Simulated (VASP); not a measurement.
# LiBe16 (a cell with a defect) in VASP: single point with PBEsol

Aim: the single point of LiBe16 (a cell with a defect) with PBEsol.

Everything below comes from runs of VASP 6.6.1. Logs are shortened: lines on timing, memory, paths and dates and some standing lists are left out, and cuts for length are marked.

## (1) The cell of the first run

The cell holds a defect, 17 atoms: a = 4.580 Å, b = 3.966 Å, c = 7.177 Å, α = 90.00°, β = 90.00°, γ = 90.00°.

## (2) Single point, PBEsol

INCAR reads:

```
SYSTEM = LiBe16
PREC = Accurate ; ENCUT = 520
EDIFF = 1E-7 ; ISMEAR = 0
SIGMA = 0.1 ; LREAL = Auto
LASPH = .TRUE. ; NELM = 100
ALGO = Normal ; ISIF = 2
LWAVE = .FALSE. ; LCHARG = .FALSE.
GGA = PS ; NBANDS = 32
```

KPOINTS reads:

```
regular mesh
0
G
  5 6 4
  0 0 0
```

POSCAR reads:

```
LiBe16
1.0
   -2.2900000000     -3.9663960000      0.0000000000
    3.4350000000     -1.9831980000      0.0000000000
    0.0000000000      0.0000000000      7.1768600000
Be Li
16 1
Direct
    0.7430346834      0.5387447787      0.0072155335
    0.4943421497      0.4028091912      0.2538723841
    0.7728617872      0.3372983359      0.5076251817
    0.4943016629      0.4023816226      0.7608090374
    0.4827646554      0.0447745678      0.0073098447
    0.2399794577      0.8525299345      0.2530248595
    0.5607096650     -0.2767042686      0.5070829501
    0.2398012372      0.8518556329      0.7616461727
    0.2391137248      0.5356513212      0.0075056257
    0.0070661465      0.3485729793      0.2526718167
    0.1765386534      0.5431149831      0.5075144366
    0.0072691053      0.3480644662      0.7623321484
   -0.0106278987      0.0289388684      0.0072433549
    0.7351943133      0.9001634713      0.2537418011
   -0.0323962565     -0.0567706230      0.5070104721
    0.7353333767      0.8999668694      0.7604584665
    0.3731637369      0.1320408690      0.5074128143
```

Potentials or basis: VASP PAW PBE potentials, release 64 (Be, Li_sv).

The run is started by

```sh
cat potpaw_PBE.64/Be/POTCAR potpaw_PBE.64/Li_sv/POTCAR > POTCAR
mpirun -np 1 vasp_std > vasp.out
```

OUTCAR:

```text
SYSTEM = LiBe16
   PREC = Accurate
   ENCUT = 520
   EDIFF = 1E-7
   ISMEAR = 0
   LREAL = Auto
   LASPH = .TRUE.
   NELM = 100
   ISIF = 2
   GGA = PS

 ion  position               nearest neighbor table
   1  0.743  0.539  0.007-   4 2.17   2 2.17  13 2.25  12 2.26  10 2.27   9 2.27  14 2.28  16 2.28
                             5 2.29   9 2.31  13 2.32   5 2.33
   2  0.494  0.403  0.254-   6 2.13   1 2.17   9 2.18  17 2.18   7 2.24   3 2.24  10 2.24  14 2.26
                             5 2.27  14 2.28  10 2.36
   3  0.773  0.337  0.508-  15 1.80   7 1.81  17 2.00  11 2.02  12 2.12  10 2.12   4 2.24   2 2.24

   4  0.494  0.402  0.761-   8 2.13   1 2.17  17 2.18   9 2.19   3 2.24  12 2.24   7 2.24  16 2.26
                             5 2.27  16 2.28  12 2.36
   5  0.483  0.045  0.007-  14 2.19  16 2.19   6 2.22   8 2.22   9 2.24  13 2.26   4 2.27   2 2.27
                             1 2.29   9 2.31  13 2.32   1 2.33
   6  0.240  0.853  0.253-   2 2.13   9 2.16  13 2.22  11 2.22   5 2.22  17 2.22  15 2.24  10 2.24
                            10 2.27  14 2.28  14 2.32
   7  0.561  0.723  0.507-   3 1.81  17 1.83  11 1.90  15 2.06  14 2.11  16 2.11   2 2.24   4 2.24
[... 9 lines left out ...]
  12  0.007  0.348  0.762-   3 2.12  11 2.13  13 2.17  16 2.17   9 2.19   8 2.24   4 2.24   1 2.26
                             8 2.26   4 2.36
  13  0.989  0.029  0.007-  12 2.17  10 2.17  14 2.18  16 2.18   8 2.22   6 2.22   1 2.25   5 2.26
                             9 2.27   9 2.31   1 2.32   5 2.32
  14  0.735  0.900  0.254-   7 2.11  15 2.11  10 2.17  13 2.18   5 2.19   2 2.26   6 2.28   1 2.28
                             2 2.28   6 2.32
  15  0.968  0.943  0.507-   3 1.80  11 1.85  17 2.00   7 2.06  14 2.11  16 2.11   6 2.24   8 2.24

  16  0.735  0.900  0.760-   7 2.11  15 2.11  12 2.17  13 2.18   5 2.19   4 2.26   8 2.28   4 2.28
                             1 2.28   8 2.32
  17  0.373  0.132  0.507-   7 1.83  11 1.86  15 2.00   3 2.00   4 2.18   2 2.18   6 2.22   8 2.22

  LATTYP: Found a simple orthorhombic cell.
 ALAT       =     3.9663962620
 B/A-ratio  =     1.1547004875
 C/A-ratio  =     1.8094157835

  Lattice vectors:

 A1 = (  -3.4350000000,   1.9831980000,   0.0000000000)
 A2 = (  -2.2900000000,  -3.9663960000,   0.0000000000)
 A3 = (   0.0000000000,   0.0000000000,   7.1768600000)

Analysis of symmetry for initial positions (statically):
=====================================================================
 Subroutine PRICEL returns:
 Original cell was already a primitive cell.

 Routine SETGRP: Setting up the symmetry group for a
 simple orthorhombic supercell.

 Subroutine GETGRP returns: Found  1 space group operations
 (whereof  1 operations were pure point group operations)
 out of a pool of  8 trial point group operations.

The static configuration has the point symmetry C_1 .

Analysis of symmetry for dynamics (positions and initial velocities):
=====================================================================
 Subroutine PRICEL returns:
 Original cell was already a primitive cell.

 Routine SETGRP: Setting up the symmetry group for a
 simple orthorhombic supercell.

 Subroutine GETGRP returns: Found  1 space group operations
 (whereof  1 operations were pure point group operations)
 out of a pool of  8 trial point group operations.

The dynamic configuration has the point symmetry C_1 .

 Subroutine INISYM returns: Found  1 space group operations
 (whereof  1 operations are pure point group operations),
 and found     1 'primitive' translations

----------------------------------------------------------------------------------------

                                     Primitive cell

  volume of cell :     130.3755

  direct lattice vectors                    reciprocal lattice vectors
    -2.290000000 -3.966396000  0.000000000    -0.109170306 -0.189088533  0.000000000
     3.435000000 -1.983198000  0.000000000     0.218340611 -0.126059022  0.000000000
     0.000000000  0.000000000  7.176860000     0.000000000  0.000000000  0.139336702

  length of vectors
     4.579999697  3.966396262  7.176860000     0.218340626  0.252118027  0.139336702

  position of ions in fractional coordinates (direct lattice)
     0.743034683  0.538744779  0.007215534
     0.494342150  0.402809191  0.253872384
     0.772861787  0.337298336  0.507625182
     0.494301663  0.402381623  0.760809037
     0.482764655  0.044774568  0.007309845
     0.239979458  0.852529934  0.253024860
[... 9 lines left out ...]
     0.735333377  0.899966869  0.760458466
     0.373163737  0.132040869  0.507412814

  ion indices of the primitive-cell ions
   primitive index   ion index
                 1           1
                 2           2
                 3           3
                 4           4
                 5           5
                 6           6
[... 9 lines left out ...]
                16          16
                17          17

----------------------------------------------------------------------------------------

 KPOINTS: regular mesh

Automatic generation of k-mesh.
 Grid dimensions read from file:
 generate k-points for:    5    6    4

 Generating k-lattice:

  Cartesian coordinates                     Fractional coordinates (reciprocal lattice)
    -0.021834061 -0.037817707  0.000000000     0.200000000  0.000000000  0.000000000
     0.036390102 -0.021009837  0.000000000    -0.000000000  0.166666667  0.000000000
     0.000000000  0.000000000  0.034834175     0.000000000  0.000000000  0.250000000

  Length of vectors
     0.043668125  0.042019671  0.034834175

  Shift w.r.t. Gamma in fractional coordinates (k-lattice)
     0.000000000  0.000000000  0.000000000

 Subroutine IBZKPT returns following result:
 ===========================================

 Found     62 irreducible k-points:

 Following reciprocal coordinates:
            Coordinates               Weight
  0.000000  0.000000  0.000000      1.000000
  0.200000  0.000000  0.000000      2.000000
  0.400000  0.000000  0.000000      2.000000
  0.000000  0.166667  0.000000      2.000000
  0.200000  0.166667  0.000000      2.000000
 -0.200000  0.166667  0.000000      2.000000
[... 16 lines left out ...]
  0.000000  0.166667 -0.250000      2.000000
  0.200000  0.166667  0.250000      2.000000
 [... further k-points ...]
   k-points           NKPTS =     62   k-points in BZ     NKDIM =     62   number of bands    NBANDS=     32
   number of dos      NEDOS =    301   number of ions     NIONS =     17
   total plane-waves  NPLWV =  58320
   dimension x,y,z NGX =    36 NGY =   30 NGZ =   54
   dimension x,y,z NGXF=    72 NGYF=   60 NGZF=  108
   ions per type =              16   1
   NGX,Y,Z   is equivalent  to a cutoff of  13.07, 12.57, 12.51 a.u.
   NGXF,Y,Z  is equivalent  to a cutoff of  26.13, 25.15, 25.02 a.u.
 SYSTEM =  LiBe16
   PREC   = accura    normal or accurate (medium, high low for compatibility)
   ISTART =      0    job   : 0-new  1-cont  2-samecut
   ICHARG =      2    charge: 1-file 2-atom 10-const
   ISPIN  =      1    spin polarized calculation?
   LNONCOLLINEAR =      F non collinear calculations
   LSORBIT =      F    spin-orbit coupling
   LASPH  =      T    aspherical Exc in radial PAW
   ENCUT  =  520.0 eV  38.22 Ry    6.18 a.u.   8.52  7.37 13.34*2*pi/ulx,y,z
   NELM   =    100;   NELMIN=  2; NELMDL= -5     # of ELM steps
   EDIFF  = 0.1E-06   stopping-criterion for ELM
   LREAL  =      T    real-space projection
   EDIFFG = 0.1E-05   stopping-criterion for IOM
   NSW    =      0    number of steps for IOM
   IBRION =     -1    ionic relax: 0-MD 1-quasi-New 2-CG
   NFREE  =      0    steps in history (QN), initial steepest desc. (CG)
   ISIF   =      2    stress and relaxation
   ISYM   =      2    0-nonsym 1-usesym 2-fastsym
   POTIM  = 0.5000    time-step for ionic-motion
   TEBEG  =    0.0;   TEEND  =   0.0 temperature during run
   PSTRESS=    0.0 pullay stress
   NELECT =      35.0000    total number of electrons
   NUPDOWN=      -1.0000    fix difference up-down
   EMIN   =  10.00;   EMAX   =-10.00  energy-range for DOS
   EFERMI =   0.00;   METHOD = LEGACY
   ISMEAR =     0;   SIGMA  =   0.10  broadening in eV -4-tet -1-fermi 0-gaus
   EFERMI_NEDOS =   21; number of points for ismear=-14 and -15
   IALGO  =     38    algorithm
   IMIX   =      4    mixing-type and parameters
     AMIX     =   0.40;   BMIX     =  1.00
     AMIX_MAG =   1.60;   BMIX_MAG =  1.00
  volume/ion in A,a.u.               =       7.67        51.75
  Fermi-wavevector in a.u.,A,eV,Ry     =   1.056085  1.995711 15.174786  1.115315
  Thomas-Fermi vector in A             =   2.191307
   LORBIT       =      0    0 simple, 1 ext, 2 COOP (PROOUT), +10 PAW based schemes
   GGA     = PS    functional components
   LHFCALC =     F    Hartree Fock is set to
   AEXX    =    0.0000 exact exchange contribution
   IVDW    =     0    specifies the selected vdW correction
   LEPSILON=     F    determine dielectric tensor
   LRPA    =     F    only Hartree local field effects (RPA)
 non-spin polarized calculation
 Gauss-broadening in eV      SIGMA  =   0.10
  energy-cutoff  :      520.00
  volume of cell :      130.38
 maximum number of plane-waves:      3532
 NGX is ok and might be reduce to    36
   NGX = 17   NGY = 15   NGZ = 27

 number of electron      34.9999997 magnetization

 Free energy of the ion-electron system (eV)
  ---------------------------------------------------
  ext. energy  EPLUGINS =         0.00000000
  ---------------------------------------------------
  free energy    TOTEN  =       -61.31990816 eV

  energy without entropy =      -61.30540803  energy(sigma->0) =      -61.31265810

 E-fermi :   7.1750     XC(G=0): -10.6604

 val. band max:        7.1725006752   @ k =   0.2000   0.3333   0.5000
 cond. band min:       7.1754568755   @ k =   0.4000   0.0000   0.0000
 fundamental gap:      0.0029562002
 Fermi energy:         7.1749979134

 k-point     1 :       0.0000    0.0000    0.0000
  band No.  band energies     occupation
      1     -38.2379      2.00000
      2      -4.0537      2.00000
      3      -2.1280      2.00000
      4      -1.8816      2.00000
      5       0.9862      2.00000
      6       1.1017      2.00000
[... 757 lines left out ...]
     28      11.9850      0.00000
     29      12.4281      0.00000

 [... further k-points ...]

 [bands above 29 left out]

------------------------ aborting loop because EDIFF is reached ----------------------------------------

  FORCE on cell =-STRESS in cart. coord.  units (eV):
  Direction    XX          YY          ZZ          XY          YZ          ZX
  --------------------------------------------------------------------------------------
  -------------------------------------------------------------------------------------
  Total       16.8056715      7.6094559      0.9779705      1.3015447     -0.0069986     -0.0242612
  in kB      206.5239523     93.5121764     12.0182250     15.9946093     -0.0860052     -0.2981445
  external PRESSURE =     104.0181179 kB  Pullay stress =       0.0000000 kB

 VOLUME and BASIS-vectors are now :
 -----------------------------------------------------------------------------
  energy-cutoff  :      520.00
  volume of cell :      130.38
      direct lattice vectors                 reciprocal lattice vectors
    -2.290000000 -3.966396000  0.000000000    -0.109170306 -0.189088533  0.000000000
     3.435000000 -1.983198000  0.000000000     0.218340611 -0.126059022  0.000000000
     0.000000000  0.000000000  7.176860000     0.000000000  0.000000000  0.139336702

 POSITION                                       TOTAL-FORCE (eV/Angst)
 -----------------------------------------------------------------------------------
      0.14904     -4.01561      0.05178         0.005414     -0.006467      0.005664
      0.25161     -2.75961      1.82201        -0.016203      0.005109     -0.001496
     -0.61123     -3.73441      3.64315        -0.008226      0.002798     -0.001278
      0.25023     -2.75860      5.46022        -0.006033     -0.000741      0.005553
     -0.95173     -2.00363      0.05246         0.003969     -0.002468     -0.004836
      2.37889     -2.64259      1.81592        -0.007142      0.002128      0.004950
[... 9 lines left out ...]
      1.40747     -4.70144      5.45770        -0.000923      0.000505     -0.003133
     -0.40098     -1.74198      3.64163         0.002816      0.007389     -0.004804
 -----------------------------------------------------------------------------------
    total drift:                                0.002503      0.003658     -0.002048

  FREE ENERGIE OF THE ION-ELECTRON SYSTEM (eV)
  ---------------------------------------------------
  free  energy   TOTEN  =       -61.3199081647 eV

  energy  without entropy=      -61.3054080321  energy(sigma->0) =      -61.31265810
```

It took 8.1 min on 1 thread of Intel Xeon Platinum 8488C (Sapphire Rapids), shared host; peak memory 0.32 GiB.

What came out:

```yaml
Free_energy: -61.3199 eV
Largest_force: 0.017 eV/Å
Band_gap_on_the_k_mesh: zero (an odd number of electrons rules out a gap without spin polarisation)
```

Forces on the atoms (eV/Å):
```
Be   0.005 -0.006  0.006
Be  -0.016  0.005 -0.001
Be  -0.008  0.003 -0.001
Be  -0.006 -0.001  0.006
Be   0.004 -0.002 -0.005
Be  -0.007  0.002  0.005
Be   0.004 -0.001 -0.001
Be   0.003 -0.007 -0.004
Be   0.000  0.003 -0.008
Be   0.006  0.003 -0.007
Be   0.005  0.010  0.001
Be   0.007 -0.003  0.002
Be   0.003 -0.004  0.006
Be   0.000 -0.001  0.006
Be  -0.002 -0.008  0.004
Be  -0.001  0.001 -0.003
Li   0.003  0.007 -0.005
```

Caveat: the cutoff is under 1.25 times the usual one of these potentials, so pressure, stress and relaxed cells hold a basis-set (Pulay) error; the PAW data sets were made with another functional, which shifts forces and pressure a little.
